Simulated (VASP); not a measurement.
# CdS (R-3m) in VASP: notebook

Aim: see how the results for CdS move with the level of theory and the settings. Levels: r2SCAN, HSE06. Tasks: single point.

Everything below comes from runs of VASP 6.6.1. Logs are shortened: lines on timing, memory, paths and dates and some standing lists are left out, and cuts for length are marked.

**1. The cell of the first run**

It takes space group R-3m (No. 166, trigonal). The conventional cell has a = 3.760 Å, b = 3.760 Å, c = 9.654 Å, α = 90.00°, β = 90.00°, γ = 120.00°. Within 3.6 Å of Cd (site symmetry -3m) lie 6 S at 2.70 Å. S (site symmetry -3m) has 6 Cd at 2.70 Å within 3.6 Å.

**2. Single point, r2SCAN (epitaxial 111 strain -2.5%)**

The input, POSCAR:

```
CdS
1.0
    0.0854372601      2.7440443919      2.7440443919
    2.7440443919      0.0854372601      2.7440443919
    2.7440443919      2.7440443919      0.0854372601
Cd S
1 1
Direct
    0.0000000000      0.0000000000      0.0000000000
    0.5000000000      0.5000000000      0.5000000000
```

The input, INCAR.step1:

```
SYSTEM = CdS
PREC     = Accurate       ! precision mode
ENCUT    = 700            ! plane-wave cutoff, eV
ISMEAR   = -1             ! smearing method
SIGMA    = 0.02           ! smearing width, eV
LREAL    = .FALSE.        ! projectors in reciprocal space
LASPH    = .TRUE.         ! aspherical terms in the spheres
NELM     = 120            ! most SCF steps
NBANDS   = 20             ! bands
GGA      = PE             ! functional
ALGO     = Normal         ! electronic algorithm
EDIFF    = 1E-5           ! SCF threshold, eV
LWAVE    = .TRUE.         ! write WAVECAR
LCHARG   = .FALSE.        ! write CHGCAR
GGA_COMPAT= .FALSE.
```

The input, INCAR.step2:

```
SYSTEM = CdS
PREC     = Accurate       ! precision mode
ENCUT    = 700            ! plane-wave cutoff, eV
EDIFF    = 1E-6           ! SCF threshold, eV
ISMEAR   = -1             ! smearing method
SIGMA    = 0.02           ! smearing width, eV
LREAL    = .FALSE.        ! projectors in reciprocal space
LASPH    = .TRUE.         ! aspherical terms in the spheres
NELM     = 120            ! most SCF steps
ALGO     = Normal         ! electronic algorithm
ISIF     = 2              ! what is computed and relaxed
LWAVE    = .FALSE.        ! write WAVECAR
LCHARG   = .TRUE.         ! write CHGCAR
METAGGA  = R2SCAN         ! meta-GGA
LMIXTAU  = .TRUE.       
LELF     = .TRUE.         ! ELF
LVHAR    = .TRUE.       
NBANDS   = 20             ! bands
ISTART   = 1            
GGA_COMPAT= .FALSE.
```

The input, KPOINTS:

```
regular mesh
0
G
  8 8 8
  0 0 0
```

Potentials or basis: VASP PAW PBE potentials, release 64 (Cd_sv_GW, S).

Started as:

```
cat potpaw_PBE.64/Cd_sv_GW/POTCAR potpaw_PBE.64/S/POTCAR > POTCAR
cp INCAR.step1 INCAR
mpirun -np 1 vasp_std > vasp.out
cp INCAR.step2 INCAR
mpirun -np 1 vasp_std > vasp.out
```

OUTCAR:

```text
SYSTEM = CdS
   PREC = Accurate
   ENCUT = 700
   EDIFF = 1E-6
   ISMEAR = -1
   LREAL = .FALSE.
   LASPH = .TRUE.
   NELM = 120
   ISIF = 2
   METAGGA = R2SCAN
   ISTART = 1

 ion  position               nearest neighbor table
   1  0.000  0.000  0.000-   2 2.70   2 2.70   2 2.70   2 2.70   2 2.70   2 2.70
   2  0.500  0.500  0.500-   1 2.70   1 2.70   1 2.70   1 2.70   1 2.70   1 2.70

  LATTYP: Found a trigonal (rhomboedric) cell.
 ALAT       =     3.8816051802
 COS(alpha) =     0.5308782018

  Lattice vectors:

 A1 = (   0.0854372601,   2.7440443919,   2.7440443919)
 A2 = (   2.7440443919,   0.0854372601,   2.7440443919)
 A3 = (   2.7440443919,   2.7440443919,   0.0854372601)

Analysis of symmetry for initial positions (statically):
=====================================================================
 Subroutine PRICEL returns:
 Original cell was already a primitive cell.

 Routine SETGRP: Setting up the symmetry group for a
 trigonal (rhombohedral) supercell.

 Subroutine GETGRP returns: Found 12 space group operations
 (whereof 12 operations were pure point group operations)
 out of a pool of 12 trial point group operations.

The static configuration has the point symmetry D_3d.

Analysis of symmetry for dynamics (positions and initial velocities):
=====================================================================
 Subroutine PRICEL returns:
 Original cell was already a primitive cell.

 Routine SETGRP: Setting up the symmetry group for a
 trigonal (rhombohedral) supercell.

 Subroutine GETGRP returns: Found 12 space group operations
 (whereof 12 operations were pure point group operations)
 out of a pool of 12 trial point group operations.

The dynamic configuration has the point symmetry D_3d.

 Subroutine INISYM returns: Found 12 space group operations
 (whereof 12 operations are pure point group operations),
 and found     1 'primitive' translations

----------------------------------------------------------------------------------------

                                     Primitive cell

  volume of cell :      39.3948

  direct lattice vectors                    reciprocal lattice vectors
     0.085437260  2.744044392  2.744044392    -0.190951327  0.185185480  0.185185480
     2.744044392  0.085437260  2.744044392     0.185185480 -0.190951327  0.185185480
     2.744044392  2.744044392  0.085437260     0.185185480  0.185185480 -0.190951327

  length of vectors
     3.881605180  3.881605180  3.881605180     0.324113767  0.324113767  0.324113767

[... 79 lines left out ...]
   NELM   =    120;   NELMIN=  2; NELMDL=  0     # of ELM steps
   EDIFF  = 0.1E-05   stopping-criterion for ELM
   LREAL  =      F    real-space projection
   EDIFFG = 0.1E-04   stopping-criterion for IOM
   NSW    =      0    number of steps for IOM
   IBRION =     -1    ionic relax: 0-MD 1-quasi-New 2-CG
   NFREE  =      0    steps in history (QN), initial steepest desc. (CG)
   ISIF   =      2    stress and relaxation
   ISYM   =      2    0-nonsym 1-usesym 2-fastsym
   POTIM  = 0.5000    time-step for ionic-motion
   TEBEG  =    0.0;   TEEND  =   0.0 temperature during run
   PSTRESS=    0.0 pullay stress
   NELECT =      26.0000    total number of electrons
   NUPDOWN=      -1.0000    fix difference up-down
   EMIN   =  10.00;   EMAX   =-10.00  energy-range for DOS
   EFERMI =   0.00;   METHOD = LEGACY
   ISMEAR =    -1;   SIGMA  =   0.02  broadening in eV -4-tet -1-fermi 0-gaus
   EFERMI_NEDOS =   21; number of points for ismear=-14 and -15
   IALGO  =     38    algorithm
   IMIX   =      4    mixing-type and parameters
     AMIX     =   0.40;   BMIX     =  1.00
     AMIX_MAG =   1.60;   BMIX_MAG =  1.00
  volume/ion in A,a.u.               =      19.70       132.92
  Fermi-wavevector in a.u.,A,eV,Ry     =   1.425344  2.693510 27.641688  2.031607
  Thomas-Fermi vector in A             =   2.545739
   LORBIT       =      0    0 simple, 1 ext, 2 COOP (PROOUT), +10 PAW based schemes
   METAGGA = R2SCAN    functional components
   LHFCALC =     F    Hartree Fock is set to
   AEXX    =    0.0000 exact exchange contribution
   IVDW    =     0    specifies the selected vdW correction
   LEPSILON=     F    determine dielectric tensor
   LRPA    =     F    only Hartree local field effects (RPA)
 non-spin polarized calculation
  energy-cutoff  :      700.00
  volume of cell :       39.39
 maximum number of plane-waves:      1673
 NGX is ok and might be reduce to    36
   NGX = 17   NGY = 17   NGZ = 17

 number of electron      26.0000001 magnetization

 Free energy of the ion-electron system (eV)
  ---------------------------------------------------
  ext. energy  EPLUGINS =         0.00000000
  ---------------------------------------------------
  free energy    TOTEN  =       -29.56777999 eV

  energy without entropy =      -29.56777999  energy(sigma->0) =      -29.56777999

 E-fermi :   5.4186     XC(G=0): -11.3158

 val. band max:        5.1076674867   @ k =   0.5000   0.5000   0.5000
 cond. band min:       5.7338664164   @ k =   0.5000   0.5000  -0.0000
 fundamental gap:      0.6261989297
 Fermi energy:         5.4186484354

 k-point     1 :       0.0000    0.0000    0.0000
  band No.  band energies     occupation
      1     -99.4789      2.00000
      2     -59.6492      2.00000
      3     -59.6492      2.00000
      4     -59.6345      2.00000
      5      -8.5543      2.00000
      6      -3.0023      2.00000
[... 541 lines left out ...]
     19      17.9025      0.00000
     20      18.0063      0.00000

 [... further k-points ...]

------------------------ aborting loop because EDIFF is reached ----------------------------------------

  FORCE on cell =-STRESS in cart. coord.  units (eV):
  Direction    XX          YY          ZZ          XY          YZ          ZX
  --------------------------------------------------------------------------------------
  -------------------------------------------------------------------------------------
  Total        0.5907393      0.5907393      0.5907393     -0.3068818     -0.3068818     -0.3068818
  in kB       24.0252595     24.0252595     24.0252595    -12.4808253    -12.4808253    -12.4808253
  external PRESSURE =      24.0252595 kB  Pullay stress =       0.0000000 kB

 VOLUME and BASIS-vectors are now :
 -----------------------------------------------------------------------------
  energy-cutoff  :      700.00
  volume of cell :       39.39
      direct lattice vectors                 reciprocal lattice vectors
     0.085437260  2.744044392  2.744044392    -0.190951327  0.185185480  0.185185480
     2.744044392  0.085437260  2.744044392     0.185185480 -0.190951327  0.185185480
     2.744044392  2.744044392  0.085437260     0.185185480  0.185185480 -0.190951327

 POSITION                                       TOTAL-FORCE (eV/Angst)
 -----------------------------------------------------------------------------------
      0.00000      0.00000      0.00000        -0.000000      0.000000     -0.000000
      2.78676      2.78676      2.78676         0.000000     -0.000000      0.000000
 -----------------------------------------------------------------------------------
    total drift:                               -0.000000      0.000000      0.000000

  FREE ENERGIE OF THE ION-ELECTRON SYSTEM (eV)
  ---------------------------------------------------
  free  energy   TOTEN  =       -29.5677799862 eV

  energy  without entropy=      -29.5677799851  energy(sigma->0) =      -29.56777999
```

Run time: 2.5 min. Hardware: 1 thread of Intel Xeon 6975P-C (Granite Rapids), shared host; peak memory 0.28 GiB.

What came out:

```
Free energy            : -29.5678 eV
Pressure               : 2.4 GPa
Band gap on the k mesh : 0.63 eV (least direct gap 2.42 eV)
```

Caveat: the cell differs from its parent crystal (epitaxial 111 strain -2.5%); the structure was generated, so it needn't be the stable form of CdS; semilocal functionals underestimate gaps, and a narrow one can read as zero; the PAW data sets were made with another functional, which shifts forces and pressure a little.

**3. Single point, HSE06 (epitaxial 111 strain -2.5%)**

POSCAR is that of step 2.

The input, INCAR.step1:

```
SYSTEM = CdS
PREC = Accurate
ENCUT = 520
EDIFF = 1E-5
ISMEAR = -1
SIGMA = 0.02
LREAL = .False.
LASPH = .True.
NELM = 60
ALGO = Normal
ISIF = 2
LWAVE = .True.
LCHARG = .False.
GGA = PE
NBANDS = 16
```

The input, INCAR.step2:

```
SYSTEM = CdS
PREC = Accurate
ENCUT = 520
EDIFF = 1E-7
ISMEAR = -1
SIGMA = 0.02
LREAL = .False.
LASPH = .True.
NELM = 60
ALGO = Normal
ISIF = 2
LWAVE = .False.
LCHARG = .False.
GGA = PE
LHFCALC = .True.
HFSCREEN = 0.2079
PRECFOCK = Normal
ISTART = 1
NBANDS = 16
```

The input, KPOINTS:

```
regular mesh
0
Gamma
  6 6 6
  0 0 0
```

Potentials or basis: VASP PAW PBE potentials, release 64 (Cd, S).

Started as:

```
cat potpaw_PBE.64/Cd/POTCAR potpaw_PBE.64/S/POTCAR > POTCAR
cp INCAR.step1 INCAR
mpirun -np 1 vasp_std > vasp.out
cp INCAR.step2 INCAR
mpirun -np 1 vasp_std > vasp.out
```

It took 1.7 h on 1 thread of Intel Xeon Platinum 8124M at 3.00GHz (Skylake/Cascade Lake), shared host; peak memory 0.3 GiB.

It converged, with:

```yaml
Free_energy: -7.3239 eV
Pressure: 2.9 GPa
Band_gap_on_the_k_mesh: 1.10 eV (least direct gap 2.79 eV)
```

Stress tensor (GPa, compression positive):
```
 2.93 -1.23 -1.23
-1.23  2.93 -1.23
-1.23 -1.23  2.93
```

Levels at points of the mesh, in eV from the valence-band top:
| k point | band 5 | band 6 | band 7 | band 8 | band 9 | band 10 | band 11 | band 12 | band 13 | band 14 |
| --- | --- | --- | --- | --- | --- | --- | --- | --- | --- | --- |
| (0.00, 0.00, 0.00) | -8.98 | -8.98 | -1.22 | -0.80 | -0.80 | 1.98 | 9.82 | 10.51 | 10.51 | 12.17 |
| (0.50, 0.00, 0.00) | -8.79 | -8.76 | -5.50 | -0.20 | -0.11 | 4.17 | 6.61 | 6.96 | 8.59 | 13.56 |
| (0.50, 0.50, 0.00) | -8.70 | -7.85 | -4.97 | -2.73 | -2.36 | 1.10 | 6.79 | 11.31 | 13.07 | 13.12 |
| (0.50, 0.50, 0.50) | -8.80 | -8.80 | -5.79 | 0.00 | 0.00 | 4.63 | 7.26 | 7.26 | 8.65 | 13.69 |

Caveat: the cell differs from its parent crystal (epitaxial 111 strain -2.5%); the structure was generated, so it needn't be the stable form of CdS; the PAW data sets were made with another functional, which shifts forces and pressure a little. A k mesh can miss the band edges.
